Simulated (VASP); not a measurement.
# InGa2O (P-4m2) in VASP: notebook

The runs below take InGa2O through single point, relaxation of cell and atoms, with PBE.

All numbers are computed with VASP 6.6.1; they aren't measurements. Logs are shortened: lines on timing, memory, paths and dates and some standing lists are left out, and cuts for length are marked.

### 1 The cell of the first run

The structure is tetragonal, space group P-4m2 (No. 115). The conventional cell has a = 3.806 Å, b = 3.806 Å, c = 5.457 Å, α = 90.00°, β = 90.00°, γ = 90.00°. In (site symmetry -4m2) has 4 Ga at 2.35 Å within 3.1 Å. Within 3.1 Å of Ga (site symmetry 2mm) lie 2 O at 2.33 Å and 2 In at 2.35 Å. O (site symmetry -4m2) has 4 Ga at 2.33 Å within 3.1 Å.

### 2 Single point, PBE, collinear spin, ferromagnetic start

Input file INCAR:

```
ALGO     = Normal         # electronic algorithm
EDIFF    = 1E-6           # SCF threshold, eV
ENCUT    = 520            # plane-wave cutoff, eV
GGA      = PE             # functional
ISIF     = 2              # what is computed and relaxed
ISMEAR   = 0              # smearing method
ISPIN    = 2              # spin polarisation
LASPH    = T              # aspherical terms in the spheres
LCHARG   = F              # write CHGCAR
LORBIT   = 11             # projections on sites
LREAL    = F              # projectors in reciprocal space
LWAVE    = F              # write WAVECAR
MAGMOM   = 0 0 0 1        # initial moments
NBANDS   = 34             # bands
NELM     = 150            # most SCF steps
PREC     = Accurate       # precision mode
SIGMA    = 0.1            # smearing width, eV
```

Input file KPOINTS:

```
k-points
0
Gamma
  4 4 4
```

Input file POSCAR:

```
InGa2O
1.0
    3.8060313100      0.0000000000      0.0000000000
    0.0000000000      3.8060313100      0.0000000000
    0.0000000000      0.0000000000      5.4573009700
In Ga O
1 2 1
Direct
    0.5000000000      0.5000000000      0.5000000000
    0.0000000000      0.5000000000      0.2462099900
    0.5000000000      0.0000000000      0.7537900100
    0.0000000000      0.0000000000      0.0000000000
```

Potentials or basis: VASP PAW PBE potentials, release 64 (In_d, Ga_d, O).

Launch:

```sh
> cat potpaw_PBE.64/In_d/POTCAR potpaw_PBE.64/Ga_d/POTCAR potpaw_PBE.64/O/POTCAR > POTCAR
> mpirun -np 1 vasp_std > vasp.out
```

OUTCAR:

```text
EDIFF = 1E-6
   ENCUT = 520
   GGA = PE
   ISIF = 2
   ISMEAR = 0
   ISPIN = 2
   LASPH = T
   LORBIT = 11
   LREAL = F
   NELM = 150
   PREC = Accurate

 ion  position               nearest neighbor table
   1  0.500  0.500  0.500-   2 2.35   3 2.35   3 2.35   2 2.35
   2  0.000  0.500  0.246-   4 2.33   4 2.33   1 2.35   1 2.35
   3  0.500  0.000  0.754-   4 2.33   4 2.33   1 2.35   1 2.35
   4  0.000  0.000  0.000-   2 2.33   3 2.33   2 2.33   3 2.33

  LATTYP: Found a simple tetragonal cell.
 ALAT       =     3.8060313100
 C/A-ratio  =     1.4338560368

  Lattice vectors:

 A1 = (   3.8060313100,   0.0000000000,   0.0000000000)
 A2 = (   0.0000000000,   3.8060313100,   0.0000000000)
 A3 = (   0.0000000000,   0.0000000000,   5.4573009700)

Analysis of symmetry for initial positions (statically):
=====================================================================
 Subroutine PRICEL returns:
 Original cell was already a primitive cell.

 Routine SETGRP: Setting up the symmetry group for a
 simple tetragonal supercell.

 Subroutine GETGRP returns: Found  8 space group operations
 (whereof  8 operations were pure point group operations)
 out of a pool of 16 trial point group operations.

The static configuration has the point symmetry D_2d.

Analysis of symmetry for dynamics (positions and initial velocities):
=====================================================================
 Subroutine PRICEL returns:
 Original cell was already a primitive cell.

 Routine SETGRP: Setting up the symmetry group for a
 simple tetragonal supercell.

 Subroutine GETGRP returns: Found  8 space group operations
 (whereof  8 operations were pure point group operations)
 out of a pool of 16 trial point group operations.

The dynamic configuration has the point symmetry D_2d.

Analysis of structural, dynamic, and magnetic symmetry:
=====================================================================
 Subroutine PRICEL returns:
 Original cell was already a primitive cell.

 Routine SETGRP: Setting up the symmetry group for a
 simple tetragonal supercell.

 Subroutine GETGRP returns: Found  8 space group operations
 (whereof  8 operations were pure point group operations)
 out of a pool of 16 trial point group operations.

The overall configuration has the point symmetry D_2d.

 Subroutine INISYM returns: Found  8 space group operations
 (whereof  8 operations are pure point group operations),
 and found     1 'primitive' translations

----------------------------------------------------------------------------------------

                                     Primitive cell

  volume of cell :      79.0538

  direct lattice vectors                    reciprocal lattice vectors
     3.806031310  0.000000000  0.000000000     0.262740876  0.000000000  0.000000000
     0.000000000  3.806031310  0.000000000     0.000000000  0.262740876  0.000000000
     0.000000000  0.000000000  5.457300970     0.000000000  0.000000000  0.183240764

  length of vectors
     3.806031310  3.806031310  5.457300970     0.262740876  0.262740876  0.183240764

  position of ions in fractional coordinates (direct lattice)
     0.500000000  0.500000000  0.500000000
     0.000000000  0.500000000  0.246209990
     0.500000000  0.000000000  0.753790010
     0.000000000  0.000000000  0.000000000

  ion indices of the primitive-cell ions
   primitive index   ion index
                 1           1
                 2           2
                 3           3
                 4           4

----------------------------------------------------------------------------------------

 KPOINTS: k-points

Automatic generation of k-mesh.
 Grid dimensions read from file:
 generate k-points for:    4    4    4

 Generating k-lattice:

  Cartesian coordinates                     Fractional coordinates (reciprocal lattice)
     0.065685219  0.000000000  0.000000000     0.250000000  0.000000000  0.000000000
     0.000000000  0.065685219  0.000000000     0.000000000  0.250000000  0.000000000
     0.000000000  0.000000000  0.045810191     0.000000000  0.000000000  0.250000000

  Length of vectors
     0.065685219  0.065685219  0.045810191

  Shift w.r.t. Gamma in fractional coordinates (k-lattice)
     0.000000000  0.000000000  0.000000000

 Subroutine IBZKPT returns following result:
 ===========================================

 Found     18 irreducible k-points:

 Following reciprocal coordinates:
            Coordinates               Weight
  0.000000  0.000000  0.000000      1.000000
  0.250000  0.000000  0.000000      4.000000
  0.500000  0.000000  0.000000      2.000000
  0.250000  0.250000  0.000000      4.000000
  0.500000  0.250000  0.000000      4.000000
  0.500000  0.500000  0.000000      1.000000
[... 10 lines left out ...]
  0.500000  0.250000  0.500000      4.000000
  0.500000  0.500000  0.500000      1.000000
[... 33 lines left out ...]
   ISMEAR =     0;   SIGMA  =   0.10  broadening in eV -4-tet -1-fermi 0-gaus
   EFERMI_NEDOS =   21; number of points for ismear=-14 and -15
   IALGO  =     38    algorithm
   IMIX   =      4    mixing-type and parameters
     AMIX     =   0.40;   BMIX     =  1.00
     AMIX_MAG =   1.60;   BMIX_MAG =  1.00
  volume/ion in A,a.u.               =      19.76       133.37
  Fermi-wavevector in a.u.,A,eV,Ry     =   1.356766  2.563915 25.045777  1.840813
  Thomas-Fermi vector in A             =   2.483741
   LORBIT       =     11    0 simple, 1 ext, 2 COOP (PROOUT), +10 PAW based schemes
   GGA     = PE    functional components
   LHFCALC =     F    Hartree Fock is set to
   AEXX    =    0.0000 exact exchange contribution
   IVDW    =     0    specifies the selected vdW correction
   LEPSILON=     F    determine dielectric tensor
   LRPA    =     F    only Hartree local field effects (RPA)
 spin polarized calculation
 Gauss-broadening in eV      SIGMA  =   0.10
  energy-cutoff  :      520.00
  volume of cell :       79.05
 maximum number of plane-waves:      2148
   NGX = 15   NGY = 15   NGZ = 21

 number of electron      45.0000024 magnetization       0.0000369

 number of electron      45.0000024 magnetization      -0.0000377

 Free energy of the ion-electron system (eV)
  ---------------------------------------------------
  ext. energy  EPLUGINS =         0.00000000
  ---------------------------------------------------
  free energy    TOTEN  =       -13.04593515 eV

  energy without entropy =      -13.03840704  energy(sigma->0) =      -13.04217110

 E-fermi :   4.3263     XC(G=0):  -9.9481

 val. band max:        4.2811009042   @ k =   0.5000   0.2500   0.0000
 cond. band min:       4.3530065073   @ k =   0.5000   0.0000   0.5000
 fundamental gap:      0.0719056031
 Fermi energy:         4.3262945236

 spin component 1

 k-point     1 :       0.0000    0.0000    0.0000
  band No.  band energies     occupation
      1     -12.9160      1.00000
      2     -10.8624      1.00000
      3     -10.8624      1.00000
      4     -10.7610      1.00000
      5     -10.6796      1.00000
      6     -10.5443      1.00000
[... 26 lines left out ...]
     33      15.3674      0.00000
     34      18.3092      0.00000
[... 597 lines left out ...]
      3     -10.7761      1.00000
      4     -10.7761      1.00000
      5     -10.5827      1.00000
      6     -10.5290      1.00000
[... 26 lines left out ...]
     33      15.8911      0.00000
     34      17.8052      0.00000
 Fermi energy:         4.3262945236

 spin component 2

 k-point     1 :       0.0000    0.0000    0.0000
  band No.  band energies     occupation
      1     -12.9160      1.00000
      2     -10.8624      1.00000
      3     -10.8624      1.00000
      4     -10.7610      1.00000
      5     -10.6796      1.00000
      6     -10.5443      1.00000
[... 26 lines left out ...]
     33      15.3674      0.00000
     34      18.2812      0.00000
[... 598 lines left out ...]
      4     -10.7761      1.00000
      5     -10.5827      1.00000
      6     -10.5290      1.00000
[... 26 lines left out ...]
     33      15.8913      0.00000
     34      17.8052      0.00000

------------------------ aborting loop because EDIFF is reached ----------------------------------------

  FORCE on cell =-STRESS in cart. coord.  units (eV):
  Direction    XX          YY          ZZ          XY          YZ          ZX
  --------------------------------------------------------------------------------------
  -------------------------------------------------------------------------------------
  Total        4.6422511      4.6422511      5.1420884      0.0000000      0.0000000     -0.0000000
  in kB       94.0841781     94.0841781    104.2143439      0.0000000      0.0000000     -0.0000000
  external PRESSURE =      97.4609001 kB  Pullay stress =       0.0000000 kB

 VOLUME and BASIS-vectors are now :
 -----------------------------------------------------------------------------
  energy-cutoff  :      520.00
  volume of cell :       79.05
      direct lattice vectors                 reciprocal lattice vectors
     3.806031310  0.000000000  0.000000000     0.262740876  0.000000000  0.000000000
     0.000000000  3.806031310  0.000000000     0.000000000  0.262740876  0.000000000
     0.000000000  0.000000000  5.457300970     0.000000000  0.000000000  0.183240764

 POSITION                                       TOTAL-FORCE (eV/Angst)
 -----------------------------------------------------------------------------------
      1.90302      1.90302      2.72865        -0.000000      0.000000     -0.000000
      0.00000      1.90302      1.34364         0.000000      0.000000     -4.456032
      1.90302      0.00000      4.11366        -0.000000      0.000000      4.456032
      0.00000      0.00000      0.00000         0.000000      0.000000     -0.000000
 -----------------------------------------------------------------------------------
    total drift:                                0.000000      0.000000      0.000000

  FREE ENERGIE OF THE ION-ELECTRON SYSTEM (eV)
  ---------------------------------------------------
  free  energy   TOTEN  =       -13.0459351516 eV

  energy  without entropy=      -13.0384070429  energy(sigma->0) =      -13.04217110

 total charge

# of ion       s       p       d       tot
------------------------------------------
    1        1.002   1.096   9.854  11.952
    2        0.978   0.644   9.987  11.609
    3        0.978   0.644   9.987  11.609
    4        1.578   3.256   0.000   4.833
--------------------------------------------------
tot          4.535   5.641  29.828  40.004

 magnetization (x)

# of ion       s       p       d       tot
------------------------------------------
    1        0.000   0.000  -0.000   0.000
    2       -0.000  -0.000  -0.000  -0.000
    3       -0.000  -0.000  -0.000  -0.000
    4        0.000   0.000   0.000   0.000
--------------------------------------------------
tot         -0.000  -0.000  -0.000  -0.000
```

Run time: 44 s. Hardware: 1 thread of AMD EPYC 9R45 (Zen 5), shared host; peak memory 0.21 GiB.

Results:

```yaml
Free_energy: -13.0459 eV
Pressure: 9.7 GPa
Largest_force: 4.456 eV/Å
Net_moment: 0.00 μB per cell
Valence_electrons_inside_the_program's_atomic_spheres: In 11.95; Ga 11.61; O 4.83
```

Forces in eV/Å, atoms in the order of the input:
```
In   0.000  0.000  0.000
Ga   0.000  0.000 -4.456
Ga   0.000  0.000  4.456
O    0.000  0.000  0.000
```

Stress tensor (GPa, compression positive):
```
 9.41  0.00  0.00
 0.00  9.41  0.00
 0.00  0.00 10.42
```

Caveat: the k points lie up to 0.41 Å⁻¹ apart; spin-orbit coupling is left out, which moves the levels of the heavy elements; forces of over 1 eV/Å act on the atoms, so gaps and moduli don't describe the material at rest.

### 3 Relaxation of cell and atoms, PBE

This run uses another cell than the first one, of 20.34 Å³/atom, 1.029 times its volume.

Input file INCAR:

```
  PREC = Accurate
  ENCUT = 600
  EDIFF = 1E-6
  ISMEAR = 0
  SIGMA = 0.1
  LREAL = F
  LASPH = T
  NELM = 80
  ALGO = Normal
  ISIF = 3
  LWAVE = F
  LCHARG = F
  GGA = PE
  IBRION = 2
  NSW = 90
  EDIFFG = -0.04
```

Input file KPOINTS:

```
regular mesh
0
Gamma
  6 6 4
```

Input file POSCAR:

```
InGa2O
1.0
    3.5758317159      0.0000000000      0.0000000000
    0.0000000000      3.5758317159      0.0000000000
    0.0000000000      0.0000000000      6.3639817722
In Ga O
1 2 1
Direct
    0.5000000000      0.5000000000      0.5000000000
    0.0000000000      0.5000000000      0.1693413336
    0.5000000000      0.0000000000      0.8306586664
    0.0000000000      0.0000000000      0.0000000000
```

Potentials or basis: VASP PAW PBE potentials, release 64 (In_d, Ga_d, O).

Launch:

```sh
> cat potpaw_PBE.64/In_d/POTCAR potpaw_PBE.64/Ga_d/POTCAR potpaw_PBE.64/O/POTCAR > POTCAR
> mpirun -np 1 vasp_std > vasp.out
```

Run time: 2.3 min. Hardware: 1 thread of AMD EPYC 9R45 (Zen 5), shared host; peak memory 0.24 GiB.

Results (log left out):

| Property | Result |
| --- | --- |
| Free energy | -15.3527 eV |
| Relaxed volume | 20.04 Å³/atom |
| Relaxed cell | a = 3.461 Å, b = 3.461 Å, c = 6.694 Å, α = 90.00°, β = 90.00°, γ = 90.00° |
| Space group after relaxing (to 0.05 Å) | P-4m2 (No. 115) |
| Energy gained by relaxing | 12.2 meV/atom |
| Ionic steps | 5 |
| Pressure after relaxing | 0.0 GPa |
| Largest force after relaxing | 0.035 eV/Å |

Forces in eV/Å, atoms in the order of the input:
```
In   0.000  0.000  0.000
Ga   0.000  0.000  0.035
Ga   0.000  0.000 -0.035
O    0.000  0.000  0.000
```

The path:
```tsv
step	energy change (eV)	largest force (eV/Å)	pressure (GPa)	volume (Å³)
1	0.0000	0.0907	-0.01	81.37
2	-0.0210	0.0402	-0.08	81.35
3	-0.0357	0.2603	-0.23	81.25
4	-0.0438	0.1635	-0.12	80.79
5	-0.0488	0.0351	-0.01	80.18
```

Final structure:
```yaml
crystal:
  lattice:
    - [3.46090, 0.00000, 0.00000]
    - [0.00000, 3.46090, 0.00000]
    - [0.00000, 0.00000, 6.69388]
  atoms:
    - { symbol: In, position: [0.50000, 0.50000, 0.50000] }
    - { symbol: Ga, position: [0.00000, 0.50000, 0.17280] }
    - { symbol: Ga, position: [0.50000, 0.00000, 0.82720] }
    - { symbol: O, position: [0.00000, 0.00000, 0.00000] }
```

Levels at points of the mesh, in eV from the Fermi level:
```tsv
k point	band 21	band 22	band 23	band 24	band 25	band 26
(0.00, 0.00, 0.00)	-3.08	-2.75	3.61	4.00	4.00	4.28
(0.50, 0.00, 0.00)	-4.02	-3.14	0.47	1.30	1.89	4.78
(0.50, 0.50, 0.00)	-2.38	-2.38	-0.48	0.85	1.70	1.70
(0.00, 0.00, 0.50)	-5.02	-0.05	0.82	3.70	3.70	5.57
(0.50, 0.00, 0.50)	-3.15	-1.97	-1.22	1.53	3.69	3.92
(0.50, 0.50, 0.50)	-2.59	-2.59	-2.18	2.15	2.15	2.83
```

Caveat: spin-orbit coupling is left out, which moves the levels of the heavy elements; an odd number of electrons without spin polarisation forces a metal; a magnetic or distorted state may lie lower.

### 4 Single point, PBE, collinear spin, ferromagnetic start

This run uses another cell than the first one, of 19.97 Å³/atom, 1.011 times its volume.

Input file INCAR:

```
SYSTEM = InGa2O
PREC = Accurate
ENCUT = 520
EDIFF = 1E-6
ISMEAR = 0
SIGMA = 0.1
LREAL = .False.
LASPH = .True.
NELM = 150
ALGO = Normal
ISIF = 2
LWAVE = .False.
LCHARG = .True.
ISPIN = 2
MAGMOM = 0 0 0 1
LORBIT = 11
GGA = PE
LELF = .True.
LVHAR = .True.
NBANDS = 34
```

Input file KPOINTS:

```
Automatic mesh
0
Gamma
  6 6 4
  0 0 0
```

Input file POSCAR:

```
InGa2O
1.0
    3.4578265365      0.0000000000      0.0000000000
    0.0000000000      3.4578265365      0.0000000000
    0.0000000000      0.0000000000      6.6816561278
In Ga O
1 2 1
Direct
    0.5000000000      0.5000000000      0.5000000000
    0.0000000000      0.5000000000      0.1728637138
    0.5000000000      0.0000000000      0.8271362862
    0.0000000000      0.0000000000      0.0000000000
```

Launch:

```sh
> cat potpaw_PBE.64/In_d/POTCAR potpaw_PBE.64/Ga_d/POTCAR potpaw_PBE.64/O/POTCAR > POTCAR
> mpirun -np 1 vasp_std > vasp.out
```

Run time: 84 s. Hardware: 1 thread of AMD EPYC 9R45 (Zen 5), shared host; peak memory 0.27 GiB.

It converged, with:

| Quantity | Value |
| --- | --- |
| Free energy | -15.3496 eV |
| Pressure | 0.2 GPa |
| Largest force | 0.037 eV/Å |
| Net moment | 0.00 μB per cell |
| Valence electrons inside the program's atomic spheres | In 11.42; Ga 11.50; O 4.95 |

Forces on the atoms (eV/Å):
```
In   0.000  0.000  0.000
Ga   0.000  0.000  0.037
Ga   0.000  0.000 -0.037
O    0.000  0.000  0.000
```

Stress tensor (GPa, compression positive):
```
0.13 0.00 0.00
0.00 0.13 0.00
0.00 0.00 0.21
```

Levels at points of the mesh, in eV from the Fermi level:
Spin up:
| k point | band 20 | band 21 | band 22 | band 23 | band 24 | band 25 | band 26 | band 27 |
| --- | --- | --- | --- | --- | --- | --- | --- | --- |
| (0.00, 0.00, 0.00) | -5.06 | -3.08 | -2.76 | 3.62 | 4.00 | 4.00 | 4.29 | 5.84 |
| (0.50, 0.00, 0.00) | -4.79 | -4.04 | -3.15 | 0.47 | 1.31 | 1.88 | 4.77 | 6.50 |
| (0.50, 0.50, 0.00) | -3.70 | -2.40 | -2.40 | -0.49 | 0.85 | 1.69 | 1.70 | 1.70 |
| (0.00, 0.00, 0.50) | -5.05 | -5.05 | -0.06 | 0.83 | 3.69 | 3.69 | 5.57 | 6.31 |
| (0.50, 0.00, 0.50) | -4.79 | -3.16 | -1.99 | -1.23 | 1.55 | 3.69 | 3.92 | 4.93 |
| (0.50, 0.50, 0.50) | -3.21 | -2.60 | -2.60 | -2.21 | 2.16 | 2.16 | 2.82 | 2.93 |
Spin down:
```csv
k point,band 19,band 20,band 21,band 22,band 23,band 24,band 25,band 26,band 27,band 28
"(0.00, 0.00, 0.00)",-5.06,-5.06,-3.08,-2.76,3.62,4.00,4.00,4.29,5.84,5.84
"(0.50, 0.00, 0.00)",-5.23,-4.79,-4.04,-3.15,0.47,1.31,1.88,4.77,6.50,6.94
"(0.50, 0.50, 0.00)",-5.64,-3.70,-2.40,-2.40,-0.49,0.85,1.69,1.70,1.70,4.87
"(0.00, 0.00, 0.50)",-5.33,-5.05,-5.05,-0.06,0.83,3.69,3.69,5.57,6.31,6.31
"(0.50, 0.00, 0.50)",-5.96,-4.79,-3.16,-1.99,-1.23,1.55,3.69,3.92,4.93,5.47
"(0.50, 0.50, 0.50)",-5.66,-3.21,-2.60,-2.60,-2.21,2.16,2.16,2.82,2.93,4.52
```

Caveat: spin-orbit coupling is left out, which moves the levels of the heavy elements.

### 5 Overview

```tsv
task	spin	cell	k mesh	cutoff (eV)	gap on the mesh (eV)	pressure (GPa)	moment (μB)	largest force (eV/Å)
single point	collinear, ferromagnetic start	a = 3.806, b = 3.806, c = 5.457 Å, 4 atoms	4 × 4 × 4	520	none	9.7	0.00	4.46
relaxation of cell and atoms	off	relaxed from a = 3.576, b = 3.576, c = 6.364 Å, 4 atoms	6 × 6 × 4	600	none	0.0	-	0.04
single point	collinear, ferromagnetic start	a = 3.458, b = 3.458, c = 6.682 Å, 4 atoms	6 × 6 × 4	520	none	0.2	0.00	0.04
```

Alike in all rows: level PBE; potentials or basis VASP PAW PBE potentials, release 64 (In_d, Ga_d, O); smearing gaussian 0.1 eV.

Caveats: some runs use coarse meshes; spin-orbit coupling is left out, which moves the levels of the heavy elements; forces of over 1 eV/Å act on the atoms, so gaps and moduli don't describe the material at rest (some runs); an odd number of electrons without spin polarisation forces a metal (some runs); a magnetic or distorted state may lie lower (some runs).

Absolute energies hang on the potentials; compare differences alone.
